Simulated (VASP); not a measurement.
# Nb (Im-3m) in VASP: notebook

Runs on Nb. Level: PBEsol. Tasks: relaxation of cell and atoms, single point.

All numbers are computed with VASP 6.6.1; they aren't measurements. Logs are shortened: lines on timing, memory, paths and dates and some standing lists are left out, and cuts for length are marked.

### 1 The cell of the first run

Symmetry: Im-3m, No. 229, cubic system. The conventional cell has a = 3.272 Å, b = 3.272 Å, c = 3.272 Å, α = 90.00°, β = 90.00°, γ = 90.00°. Within 3.7 Å of Nb (site symmetry m-3m) lie 14 Nb at 2.83 to 3.27 Å.

### 2 Relaxation of cell and atoms, PBEsol

Contents of INCAR:

```
SYSTEM = Nb
ALGO     = Fast           ! electronic algorithm
EDIFF    = 1E-6           ! SCF threshold, eV
EDIFFG   = -0.001         ! ionic threshold
ENCUT    = 600            ! plane-wave cutoff, eV
GGA      = PS             ! functional
IBRION   = 2              ! ionic algorithm
ISIF     = 3              ! what is computed and relaxed
ISMEAR   = -1             ! smearing method
LASPH    = .TRUE.         ! aspherical terms in the spheres
LCHARG   = .FALSE.        ! write CHGCAR
LREAL    = .FALSE.        ! projectors in reciprocal space
LWAVE    = .FALSE.        ! write WAVECAR
NELM     = 100            ! most SCF steps
NSW      = 80             ! ionic steps
PREC     = Accurate       ! precision mode
SIGMA    = 0.15           ! smearing width, eV
```

Contents of KPOINTS:

```
k-points
0
G
  20 20 20
  0 0 0
```

Contents of POSCAR:

```
Nb
1.0
   -1.6362222517      1.6362222517      1.6362222517
    1.6362222517     -1.6362222517      1.6362222517
    1.6362222517      1.6362222517     -1.6362222517
Nb
1
Direct
    0.0000000000      0.0000000000      0.0000000000
```

Potentials or basis: VASP PAW PBE potentials, release 64 (Nb_sv).

Started as:

```console
$ cat potpaw_PBE.64/Nb_sv/POTCAR > POTCAR
$ mpirun -np 1 vasp_std > vasp.out
```

OUTCAR:

```text
SYSTEM = Nb
   EDIFF = 1E-6
   EDIFFG = -0.001
   ENCUT = 600
   GGA = PS
   IBRION = 2
   ISIF = 3
   ISMEAR = -1
   LASPH = .TRUE.
   LREAL = .FALSE.
   NELM = 100
   NSW = 80
   PREC = Accurate

 ion  position               nearest neighbor table
   1  0.000  0.000  0.000-

  LATTYP: Found a body centered cubic cell.
 ALAT       =     3.2724445034

  Lattice vectors:

 A1 = (  -1.6362222517,   1.6362222517,   1.6362222517)
 A2 = (   1.6362222517,  -1.6362222517,   1.6362222517)
 A3 = (   1.6362222517,   1.6362222517,  -1.6362222517)

Analysis of symmetry for initial positions (statically):
=====================================================================
 Subroutine PRICEL returns:
 Original cell was already a primitive cell.

 Routine SETGRP: Setting up the symmetry group for a
 body centered cubic supercell.

 Subroutine GETGRP returns: Found 48 space group operations
 (whereof 48 operations were pure point group operations)
 out of a pool of 48 trial point group operations.

The static configuration has the point symmetry O_h .

Analysis of symmetry for dynamics (positions and initial velocities):
=====================================================================
 Subroutine PRICEL returns:
 Original cell was already a primitive cell.

 Routine SETGRP: Setting up the symmetry group for a
 body centered cubic supercell.

 Subroutine GETGRP returns: Found 48 space group operations
 (whereof 48 operations were pure point group operations)
 out of a pool of 48 trial point group operations.

The dynamic configuration has the point symmetry O_h .

 Subroutine INISYM returns: Found 48 space group operations
 (whereof 48 operations are pure point group operations),
 and found     1 'primitive' translations

----------------------------------------------------------------------------------------

                                     Primitive cell

  volume of cell :      17.5221

  direct lattice vectors                    reciprocal lattice vectors
    -1.636222252  1.636222252  1.636222252     0.000000000  0.305581958  0.305581958
     1.636222252 -1.636222252  1.636222252     0.305581958  0.000000000  0.305581958
     1.636222252  1.636222252 -1.636222252     0.305581958  0.305581958  0.000000000

  length of vectors
     2.834020072  2.834020072  2.834020072     0.432158150  0.432158150  0.432158150

  position of ions in fractional coordinates (direct lattice)
     0.000000000  0.000000000  0.000000000

  ion indices of the primitive-cell ions
   primitive index   ion index
                 1           1

----------------------------------------------------------------------------------------

 KPOINTS: k-points

Automatic generation of k-mesh.
 Grid dimensions read from file:
 generate k-points for:   20   20   20

 Generating k-lattice:

  Cartesian coordinates                     Fractional coordinates (reciprocal lattice)
     0.000000000  0.015279098  0.015279098     0.050000000  0.000000000  0.000000000
     0.015279098  0.000000000  0.015279098     0.000000000  0.050000000  0.000000000
     0.015279098  0.015279098  0.000000000     0.000000000  0.000000000  0.050000000

  Length of vectors
     0.021607907  0.021607907  0.021607907

  Shift w.r.t. Gamma in fractional coordinates (k-lattice)
     0.000000000  0.000000000  0.000000000

 Subroutine IBZKPT returns following result:
 ===========================================

 Found    256 irreducible k-points:

 Following reciprocal coordinates:
            Coordinates               Weight
  0.000000  0.000000  0.000000      1.000000
  0.050000  0.000000  0.000000     12.000000
  0.100000  0.000000  0.000000     12.000000
  0.150000  0.000000  0.000000     12.000000
  0.200000  0.000000  0.000000     12.000000
  0.250000  0.000000  0.000000     12.000000
[... 16 lines left out ...]
  0.200000  0.100000  0.000000     48.000000
  0.250000  0.100000  0.000000     48.000000
 [... further k-points ...]
   k-points           NKPTS =    256   k-points in BZ     NKDIM =    256   number of bands    NBANDS=     10
   number of dos      NEDOS =    301   number of ions     NIONS =      1
   total plane-waves  NPLWV =  13824
   dimension x,y,z NGX =    24 NGY =   24 NGZ =   24
   dimension x,y,z NGXF=    48 NGYF=   48 NGZF=   48
   ions per type =               1
   NGX,Y,Z   is equivalent  to a cutoff of  14.08, 14.08, 14.08 a.u.
   NGXF,Y,Z  is equivalent  to a cutoff of  28.16, 28.16, 28.16 a.u.
 SYSTEM =  Nb
   PREC   = accura    normal or accurate (medium, high low for compatibility)
   ISTART =      0    job   : 0-new  1-cont  2-samecut
   ICHARG =      2    charge: 1-file 2-atom 10-const
   ISPIN  =      1    spin polarized calculation?
   LNONCOLLINEAR =      F non collinear calculations
   LSORBIT =      F    spin-orbit coupling
   LASPH  =      T    aspherical Exc in radial PAW
   ENCUT  =  600.0 eV  44.10 Ry    6.64 a.u.   5.66  5.66  5.66*2*pi/ulx,y,z
   NELM   =    100;   NELMIN=  2; NELMDL= -5     # of ELM steps
   EDIFF  = 0.1E-05   stopping-criterion for ELM
   LREAL  =      F    real-space projection
   EDIFFG = -.1E-02   stopping-criterion for IOM
   NSW    =     80    number of steps for IOM
   IBRION =      2    ionic relax: 0-MD 1-quasi-New 2-CG
   NFREE  =      1    steps in history (QN), initial steepest desc. (CG)
   ISIF   =      3    stress and relaxation
   ISYM   =      2    0-nonsym 1-usesym 2-fastsym
   POTIM  = 0.5000    time-step for ionic-motion
   TEBEG  =    0.0;   TEEND  =   0.0 temperature during run
   PSTRESS=    0.0 pullay stress
   NELECT =      13.0000    total number of electrons
   NUPDOWN=      -1.0000    fix difference up-down
   EMIN   =  10.00;   EMAX   =-10.00  energy-range for DOS
   EFERMI =   0.00;   METHOD = LEGACY
   ISMEAR =    -1;   SIGMA  =   0.15  broadening in eV -4-tet -1-fermi 0-gaus
   EFERMI_NEDOS =   21; number of points for ismear=-14 and -15
   IALGO  =     68    algorithm
   IMIX   =      4    mixing-type and parameters
     AMIX     =   0.40;   BMIX     =  1.00
     AMIX_MAG =   1.60;   BMIX_MAG =  1.00
  volume/ion in A,a.u.               =      17.52       118.25
  Fermi-wavevector in a.u.,A,eV,Ry     =   1.482041  2.800652 29.884470  2.196447
  Thomas-Fermi vector in A             =   2.595877
   LORBIT       =      0    0 simple, 1 ext, 2 COOP (PROOUT), +10 PAW based schemes
   GGA     = PS    functional components
   LHFCALC =     F    Hartree Fock is set to
   AEXX    =    0.0000 exact exchange contribution
   IVDW    =     0    specifies the selected vdW correction
   LEPSILON=     F    determine dielectric tensor
   LRPA    =     F    only Hartree local field effects (RPA)
 conjugate gradient relaxation of ions
 non-spin polarized calculation
 RMM-DIIS sequential band-by-band and
  energy-cutoff  :      600.00
  volume of cell :       17.52
 maximum number of plane-waves:       603
   NGX = 11   NGY = 11   NGZ = 11

--------------------------------------- Ionic step        1  -------------------------------------------

 number of electron      13.0000001 magnetization

 Free energy of the ion-electron system (eV)
  ---------------------------------------------------
  ext. energy  EPLUGINS =         0.00000000
  ---------------------------------------------------
  free energy    TOTEN  =       -11.00486938 eV

  energy without entropy =      -10.90616678  energy(sigma->0) =      -10.95551808

------------------------ aborting loop because EDIFF is reached ----------------------------------------

  FORCE on cell =-STRESS in cart. coord.  units (eV):
  Direction    XX          YY          ZZ          XY          YZ          ZX
  --------------------------------------------------------------------------------------
  -------------------------------------------------------------------------------------
  Total        0.0079734      0.0079734      0.0079734     -0.0000000     -0.0000000     -0.0000000
  in kB        0.7290635      0.7290635      0.7290635     -0.0000000     -0.0000000     -0.0000000
  external PRESSURE =       0.7290635 kB  Pullay stress =       0.0000000 kB
[... 90 lines left out ...]
  energy  without entropy=      -10.9061118295  energy(sigma->0) =      -10.95549274

--------------------------------------- Ionic step        4  -------------------------------------------

 number of electron      13.0000001 magnetization

 Free energy of the ion-electron system (eV)
  ---------------------------------------------------
  ext. energy  EPLUGINS =         0.00000000
  ---------------------------------------------------
  free energy    TOTEN  =       -11.00487294 eV

  energy without entropy =      -10.90613265  energy(sigma->0) =      -10.95550279

 E-fermi :  11.4669     XC(G=0): -12.7707

 val. band max:       11.4552879330   @ k =  -0.3500   0.5000   0.0500
 cond. band min:      11.4696122208   @ k =  -0.4500  -0.4500   0.2000
 fundamental gap:      0.0143242878
 Fermi energy:        11.4668680684

 k-point     1 :       0.0000    0.0000    0.0000
  band No.  band energies     occupation
      1     -42.8028      2.00000
      2     -18.0573      2.00000
      3     -18.0573      2.00000
      4     -18.0573      2.00000
      5       5.4056      2.00000
      6      11.7881      0.21027
      7      11.7881      0.21027
      8      11.7881      0.21027
      9      14.7895      0.00000
     10      14.7895      0.00000
[... 287 lines left out ...]
 k-point    24 :       0.2500    0.1000    0.0000
  band No.  band energies     occupation
      1     -42.6123      2.00000
      2     -19.0728      2.00000
      3     -18.3862      2.00000
      4     -18.1184      2.00000
      5       7.9968      2.00000
      6      10.3162      1.99907
      7      11.1422      1.79403
      8      14.1564      0.00000
      9      15.3438      0.00000
     10      15.6667      0.00000

 [... further k-points ...]

------------------------ aborting loop because EDIFF is reached ----------------------------------------

  FORCE on cell =-STRESS in cart. coord.  units (eV):
  Direction    XX          YY          ZZ          XY          YZ          ZX
  --------------------------------------------------------------------------------------
  -------------------------------------------------------------------------------------
  Total        0.0000538      0.0000538      0.0000538      0.0000000      0.0000000      0.0000000
  in kB        0.0049209      0.0049209      0.0049209      0.0000000      0.0000000      0.0000000
  external PRESSURE =       0.0049209 kB  Pullay stress =       0.0000000 kB
[... 16 lines left out ...]
  FREE ENERGIE OF THE ION-ELECTRON SYSTEM (eV)
  ---------------------------------------------------
  free  energy   TOTEN  =       -11.0048729352 eV

  energy  without entropy=      -10.9061326491  energy(sigma->0) =      -10.95550279

 reached required accuracy - stopping structural energy minimisation
```

Run time: 56 s. Hardware: 1 thread of Intel Xeon 6975P-C (Granite Rapids), shared host; peak memory 0.18 GiB.

What came out:

```
Free energy                            : -11.0049 eV
Relaxed volume                         : 17.53 Å³/atom
Relaxed cell                           : a = 2.834 Å, b = 2.834 Å, c = 2.834 Å, α = 109.47°, β = 109.47°, γ = 109.47°
Space group after relaxing (to 0.05 Å) : Im-3m (No. 229)
Energy gained by relaxing              : 0.0 meV/atom
Ionic steps                            : 4
Pressure after relaxing                : 0.0 GPa
```

Final structure:
```
Nb
1.0
    -1.63640    1.63640    1.63640
     1.63640   -1.63640    1.63640
     1.63640    1.63640   -1.63640
Nb
1
Direct
  0.00000 0.00000 0.00000
```

Caveat: the PAW data sets were made with another functional, which shifts forces and pressure a little.

### 3 Single point, PBEsol

This run uses another cell than the first one, of 17.57 Å³/atom, 1.003 times its volume.

Contents of INCAR:

```
SYSTEM = Nb
  ALGO = Normal
  EDIFF = 1E-6
  ENCUT = 520
  GGA = PS
  ISIF = 2
  ISMEAR = 0
  LASPH = .True.
  LCHARG = .False.
  LREAL = .False.
  LWAVE = .False.
  NBANDS = 12
  NELM = 80
  PREC = Accurate
  SIGMA = 0.1
```

Contents of KPOINTS:

```
k-points
0
Gamma
  8 8 8
  0 0 0
```

Contents of POSCAR:

```
Nb
1.0
   -1.6377937006      1.6377937006      1.6377937006
    1.6377937006     -1.6377937006      1.6377937006
    1.6377937006      1.6377937006     -1.6377937006
Nb
1
Direct
    0.0000000000      0.0000000000      0.0000000000
```

Potentials or basis: VASP PAW PBE potentials, release 64 (Nb_sv).

Started as:

```console
$ cat potpaw_PBE.64/Nb_sv/POTCAR > POTCAR
$ mpirun -np 1 vasp_std > vasp.out
```

Run time: 3.9 s. Hardware: 1 thread of Intel Xeon 6975P-C (Granite Rapids), shared host; peak memory 0.13 GiB.

Results (log left out):

| Quantity | Value |
| --- | --- |
| Free energy | -10.9802 eV |
| Pressure | -0.3 GPa |

Levels at points of the mesh, in eV from the Fermi level:
```
           k point  band 2  band 3  band 4  band 5  band 6  band 7  band 8  band 9  band 10  band 11
(0.00, 0.00, 0.00)  -29.38  -29.38  -29.38   -5.87    0.49    0.49    0.49    3.48     3.48    14.43
(0.50, 0.00, 0.00)  -30.86  -29.84  -29.40   -3.70   -1.61    2.55    3.53    4.24     6.74    11.84
(0.50, 0.50, 0.50)  -30.39  -30.39  -30.39   -3.74   -3.74    5.94    5.94    5.94     9.40     9.40
```

Caveat: the PAW data sets were made with another functional, which shifts forces and pressure a little.

### 4 Single point, PBEsol

Contents of INCAR:

```
ALGO = Normal
EDIFF = 1E-6
ENCUT = 520
GGA = PS
ISIF = 2
ISMEAR = 0
LASPH = True
LCHARG = False
LREAL = False
LWAVE = False
NBANDS = 12
NELM = 100
PREC = Accurate
SIGMA = 0.1
```

Contents of KPOINTS:

```
k-points
0
Gamma
  18 18 18
```

Contents of POSCAR:

```
Nb
1.0
   -1.6362222516      1.6362222516      1.6362222516
    1.6362222516     -1.6362222516      1.6362222516
    1.6362222516      1.6362222516     -1.6362222516
Nb
1
Direct
    0.0000000000      0.0000000000      0.0000000000
```

Started as:

```console
$ cat potpaw_PBE.64/Nb_sv/POTCAR > POTCAR
$ mpirun -np 1 vasp_std > vasp.out
```

It took 16 s on 1 thread of Intel Xeon 6975P-C (Granite Rapids), shared host; peak memory 0.16 GiB.

It converged, with:

- Free energy: -10.9556 eV
- Pressure: -0.3 GPa

Levels at points of the mesh, in eV from the Fermi level:
```tsv
k point	band 4	band 5	band 6	band 7	band 8	band 9
(0.00, 0.00, 0.00)	-29.47	-6.01	0.37	0.37	0.37	3.38
(0.50, 0.00, 0.00)	-29.49	-3.84	-1.73	2.44	3.43	4.13
(0.50, 0.50, 0.50)	-30.49	-3.88	-3.88	5.85	5.85	5.85
```

Caveat: the PAW data sets were made with another functional, which shifts forces and pressure a little.

### 5 Overview

| task | cell | k mesh | cutoff (eV) | smearing | gap on the mesh (eV) | pressure (GPa) |
| --- | --- | --- | --- | --- | --- | --- |
| relaxation of cell and atoms | relaxed from a = 2.834 Å, angles 109.5°, 1 atom | 20 × 20 × 20 | 600 | fermi-dirac 0.15 eV | none | 0.0 |
| single point | a = 2.837 Å, angles 109.5°, 1 atom | 8 × 8 × 8 | 520 | gaussian 0.1 eV | none | -0.3 |
| single point | a = 2.834 Å, angles 109.5°, 1 atom | 18 × 18 × 18 | 520 | gaussian 0.1 eV | none | -0.3 |

Alike in all rows: level PBEsol; potentials or basis VASP PAW PBE potentials, release 64 (Nb_sv); no spin polarisation.

Caveats: the PAW data sets were made with another functional, which shifts forces and pressure a little.

Total energies depend on the potentials used, so only differences within one code and one set of settings carry meaning.
